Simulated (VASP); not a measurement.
# CoO (I4/mmm) in VASP: settings compared, part 2 of 3

VASP 6.6.1. Earlier steps stand in the parts before.

## Step 4: Single point, PBE, collinear spin, ferromagnetic start

This run uses another cell than the first one, of 9.20 Å³/atom, 0.960 times its volume.

Input file INCAR:

```
SYSTEM = CoO
PREC = Accurate
ENCUT = 520
EDIFF = 1E-7
ISMEAR = -1
SIGMA = 0.05
LREAL = .FALSE.
LASPH = .TRUE.
NELM = 150
ALGO = Normal
ISIF = 2
LWAVE = .FALSE.
LCHARG = .FALSE.
ISPIN = 2
MAGMOM = 2 0
LORBIT = 11
LMAXMIX = 4
GGA = PE
NBANDS = 18
```

Input file KPOINTS:

```
regular mesh
0
G
  12 12 12
  0 0 0
```

Input file POSCAR:

```
CoO
1.0
   -1.4876191232      1.4876191232      2.0787677284
    1.4876191232     -1.4876191232      2.0787677284
    1.4876191232      1.4876191232     -2.0787677284
Co O
1 1
Direct
    0.0000000000      0.0000000000      0.0000000000
    0.5000000000      0.5000000000      0.0000000000
```

Potentials or basis: VASP PAW PBE potentials, release 64 (Co, O).

On the command line:

```bash
> cat potpaw_PBE.64/Co/POTCAR potpaw_PBE.64/O/POTCAR > POTCAR
> mpirun -np 1 vasp_std > vasp.out
```

OUTCAR:

```text
SYSTEM = CoO
   PREC = Accurate
   ENCUT = 520
   EDIFF = 1E-7
   ISMEAR = -1
   LREAL = .FALSE.
   LASPH = .TRUE.
   NELM = 150
   ISIF = 2
   ISPIN = 2
   LORBIT = 11
   GGA = PE

 ion  position               nearest neighbor table
   1  0.000  0.000  0.000-   2 2.08   2 2.08   2 2.10   2 2.10   2 2.10   2 2.10
   2  0.500  0.500  0.000-   1 2.08   1 2.08   1 2.10   1 2.10   1 2.10   1 2.10

  LATTYP: Found a body centered tetragonal cell.
 ALAT       =     2.9752382464
 C/A-ratio  =     1.3973790038

  Lattice vectors:

 A1 = (  -1.4876191232,   1.4876191232,   2.0787677284)
 A2 = (   1.4876191232,  -1.4876191232,   2.0787677284)
 A3 = (   1.4876191232,   1.4876191232,  -2.0787677284)

Analysis of symmetry for initial positions (statically):
=====================================================================
 Subroutine PRICEL returns:
 Original cell was already a primitive cell.

 Routine SETGRP: Setting up the symmetry group for a
 body centered tetragonal supercell.

 Subroutine GETGRP returns: Found 16 space group operations
 (whereof 16 operations were pure point group operations)
 out of a pool of 16 trial point group operations.

The static configuration has the point symmetry D_4h.

Analysis of symmetry for dynamics (positions and initial velocities):
=====================================================================
 Subroutine PRICEL returns:
 Original cell was already a primitive cell.

 Routine SETGRP: Setting up the symmetry group for a
 body centered tetragonal supercell.

 Subroutine GETGRP returns: Found 16 space group operations
 (whereof 16 operations were pure point group operations)
 out of a pool of 16 trial point group operations.

The dynamic configuration has the point symmetry D_4h.

Analysis of structural, dynamic, and magnetic symmetry:
=====================================================================
 Subroutine PRICEL returns:
 Original cell was already a primitive cell.

 Routine SETGRP: Setting up the symmetry group for a
 body centered tetragonal supercell.

 Subroutine GETGRP returns: Found 16 space group operations
 (whereof 16 operations were pure point group operations)
 out of a pool of 16 trial point group operations.

The overall configuration has the point symmetry D_4h.

 Subroutine INISYM returns: Found 16 space group operations
 (whereof 16 operations are pure point group operations),
 and found     1 'primitive' translations

----------------------------------------------------------------------------------------

                                     Primitive cell

  volume of cell :      18.4013

  direct lattice vectors                    reciprocal lattice vectors
    -1.487619123  1.487619123  2.078767728     0.000000000  0.336107537  0.240527113
     1.487619123 -1.487619123  2.078767728     0.336107537  0.000000000  0.240527113
     1.487619123  1.487619123 -2.078767728     0.336107537  0.336107537  0.000000000

  length of vectors
     2.957582895  2.957582895  2.957582895     0.413305660  0.413305660  0.475327838

  position of ions in fractional coordinates (direct lattice)
     0.000000000  0.000000000  0.000000000
     0.500000000  0.500000000  0.000000000

  ion indices of the primitive-cell ions
   primitive index   ion index
                 1           1
                 2           2

----------------------------------------------------------------------------------------

 KPOINTS: regular mesh

Automatic generation of k-mesh.
 Grid dimensions read from file:
[... 57 lines left out ...]
   ISTART =      0    job   : 0-new  1-cont  2-samecut
   ICHARG =      2    charge: 1-file 2-atom 10-const
   ISPIN  =      2    spin polarized calculation?
   LNONCOLLINEAR =      F non collinear calculations
   LSORBIT =      F    spin-orbit coupling
   LASPH  =      T    aspherical Exc in radial PAW
   ENCUT  =  520.0 eV  38.22 Ry    6.18 a.u.   5.50  5.50  5.50*2*pi/ulx,y,z
   NELM   =    150;   NELMIN=  2; NELMDL= -5     # of ELM steps
   EDIFF  = 0.1E-06   stopping-criterion for ELM
   LREAL  =      F    real-space projection
   EDIFFG = 0.1E-05   stopping-criterion for IOM
   NSW    =      0    number of steps for IOM
   IBRION =     -1    ionic relax: 0-MD 1-quasi-New 2-CG
   NFREE  =      0    steps in history (QN), initial steepest desc. (CG)
   ISIF   =      2    stress and relaxation
   ISYM   =      2    0-nonsym 1-usesym 2-fastsym
   POTIM  = 0.5000    time-step for ionic-motion
   TEBEG  =    0.0;   TEEND  =   0.0 temperature during run
   PSTRESS=    0.0 pullay stress
   NELECT =      15.0000    total number of electrons
   NUPDOWN=      -1.0000    fix difference up-down
   EMIN   =  10.00;   EMAX   =-10.00  energy-range for DOS
   EFERMI =   0.00;   METHOD = LEGACY
   ISMEAR =    -1;   SIGMA  =   0.05  broadening in eV -4-tet -1-fermi 0-gaus
   EFERMI_NEDOS =   21; number of points for ismear=-14 and -15
   IALGO  =     38    algorithm
   IMIX   =      4    mixing-type and parameters
     AMIX     =   0.40;   BMIX     =  1.00
     AMIX_MAG =   1.60;   BMIX_MAG =  1.00
  volume/ion in A,a.u.               =       9.20        62.09
  Fermi-wavevector in a.u.,A,eV,Ry     =   1.529286  2.889932 31.820166  2.338716
  Thomas-Fermi vector in A             =   2.636928
   LORBIT       =     11    0 simple, 1 ext, 2 COOP (PROOUT), +10 PAW based schemes
   GGA     = PE    functional components
   LHFCALC =     F    Hartree Fock is set to
   AEXX    =    0.0000 exact exchange contribution
   IVDW    =     0    specifies the selected vdW correction
   LEPSILON=     F    determine dielectric tensor
   LRPA    =     F    only Hartree local field effects (RPA)
 spin polarized calculation
  energy-cutoff  :      520.00
  volume of cell :       18.40
 maximum number of plane-waves:       531
 NGX is ok and might be reduce to    24
   NGX = 11   NGY = 11   NGZ = 11

 number of electron      14.9999997 magnetization       2.7155164

 Free energy of the ion-electron system (eV)
  ---------------------------------------------------
  ext. energy  EPLUGINS =         0.00000000
  ---------------------------------------------------
  free energy    TOTEN  =       -13.04917271 eV

  energy without entropy =      -13.01288318  energy(sigma->0) =      -13.03102795

 E-fermi :   8.6140     XC(G=0): -12.6917

 val. band max:        8.6111119769   @ k =  -0.2500   0.5000   0.2500
 cond. band min:       8.6144637278   @ k =  -0.3333  -0.3333   0.1667
 fundamental gap:      0.0033517509
 Fermi energy:         8.6139534875

 spin component 1

 k-point     1 :       0.0000    0.0000    0.0000
  band No.  band energies     occupation
      1     -12.0520      1.00000
      2       5.2405      1.00000
      3       5.2769      1.00000
      4       5.2769      1.00000
      5       5.4061      1.00000
      6       5.4081      1.00000
[... 493 lines left out ...]
     17      36.5978      0.00000
     18      38.1045      0.00000

 [... further k-points ...]

 spin component 2

 k-point     1 :       0.0000    0.0000    0.0000
  band No.  band energies     occupation
      1     -11.6205      1.00000
      2       5.7076      1.00000
      3       5.7670      1.00000
      4       5.7670      1.00000
      5       7.3837      1.00000
      6       7.3838      1.00000
[... 493 lines left out ...]
     17      37.0200      0.00000
     18      38.5634      0.00000

 [... further k-points ...]
[... 5 lines left out ...]
  --------------------------------------------------------------------------------------
  -------------------------------------------------------------------------------------
  Total        0.6920295      0.6920295      0.7457703      0.0000000      0.0000000      0.0000000
  in kB       60.2539771     60.2539771     64.9331063      0.0000000      0.0000000      0.0000000
  external PRESSURE =      61.8136868 kB  Pullay stress =       0.0000000 kB

 VOLUME and BASIS-vectors are now :
 -----------------------------------------------------------------------------
  energy-cutoff  :      520.00
  volume of cell :       18.40
      direct lattice vectors                 reciprocal lattice vectors
    -1.487619123  1.487619123  2.078767728     0.000000000  0.336107537  0.240527113
     1.487619123 -1.487619123  2.078767728     0.336107537  0.000000000  0.240527113
     1.487619123  1.487619123 -2.078767728     0.336107537  0.336107537  0.000000000

 POSITION                                       TOTAL-FORCE (eV/Angst)
 -----------------------------------------------------------------------------------
      0.00000      0.00000      0.00000         0.000000      0.000000      0.000000
      0.00000      0.00000      2.07877        -0.000000     -0.000000      0.000000
 -----------------------------------------------------------------------------------
    total drift:                               -0.000000      0.000000     -0.000000

  FREE ENERGIE OF THE ION-ELECTRON SYSTEM (eV)
  ---------------------------------------------------
  free  energy   TOTEN  =       -13.0491727144 eV

  energy  without entropy=      -13.0128831817  energy(sigma->0) =      -13.03102795

 total charge

# of ion       s       p       d       tot
------------------------------------------
    1        0.307   0.388   7.193   7.889
    2        1.557   3.442   0.000   4.999
--------------------------------------------------
tot          1.864   3.830   7.193  12.888

 magnetization (x)

# of ion       s       p       d       tot
------------------------------------------
    1        0.021   0.019   2.380   2.420
    2        0.029   0.222   0.000   0.252
--------------------------------------------------
tot          0.051   0.241   2.380   2.671
```

stdout:

```text
POSCAR found type information on POSCAR CoO
 POSCAR found :  2 types and       2 ions
 scaLAPACK will be used
 LDA part: xc-table for (Slater+PW92), standard interpolation
 POSCAR, INCAR and KPOINTS ok, starting setup
 FFT: planning ... GRIDC
 FFT: planning ... GRID_SOFT
 FFT: planning ... GRID
 WAVECAR not read
 entering main loop
```

It took 52 s on 1 thread of Intel Xeon 6975P-C (Granite Rapids), shared host; peak memory 0.21 GiB.

Results:

- Free energy: -13.0492 eV
- Pressure: 6.2 GPa
- Net moment: 2.72 μB per cell
- Site moments: Co +2.42; O +0.25 μB
- Valence electrons inside the program's atomic spheres: Co 7.89; O 5.00

Stress tensor (GPa, compression positive):
```
6.03 0.00 0.00
0.00 6.03 0.00
0.00 0.00 6.49
```

Levels at points of the mesh, in eV from the Fermi level:
Spin up:
| k point | band 5 | band 6 | band 7 | band 8 | band 9 | band 10 | band 11 | band 12 | band 13 | band 14 |
| --- | --- | --- | --- | --- | --- | --- | --- | --- | --- | --- |
| (0.00, 0.00, 0.00) | -3.21 | -3.21 | -3.08 | -3.08 | -2.96 | 1.27 | 17.01 | 18.53 | 18.53 | 18.57 |
| (0.50, 0.00, 0.00) | -2.25 | -2.22 | -1.67 | 0.24 | 0.32 | 5.18 | 9.81 | 13.64 | 13.93 | 21.15 |
| (0.50, 0.50, 0.00) | -4.02 | -2.83 | -2.23 | -1.94 | -1.88 | 6.23 | 10.08 | 11.99 | 16.28 | 16.48 |
| (0.50, 0.50, 0.50) | -3.95 | -2.80 | -2.23 | -1.95 | -1.95 | 6.23 | 10.23 | 11.85 | 16.23 | 16.23 |
Spin down:
```csv
k point,band 4,band 5,band 6,band 7,band 8,band 9
"(0.00, 0.00, 0.00)",-2.85,-1.23,-1.23,-1.18,-0.04,0.00
"(0.50, 0.00, 0.00)",-5.01,-0.18,-0.14,0.16,2.76,2.81
"(0.50, 0.50, 0.00)",-4.10,-2.44,0.10,0.14,0.47,1.05
"(0.50, 0.50, 0.50)",-4.19,-2.44,0.13,0.13,0.54,1.02
```

Caveat: a cell with one magnetic atom can't hold antiferromagnetic order, which such compounds often take; semilocal functionals often make such compounds metallic where correlation or magnetic order opens a gap, which also shifts bond lengths. With open d or f shells a metallic result of PBE can be an artefact of self-interaction; +U or a hybrid may open a gap.

(Continued in part 3 of 3.)
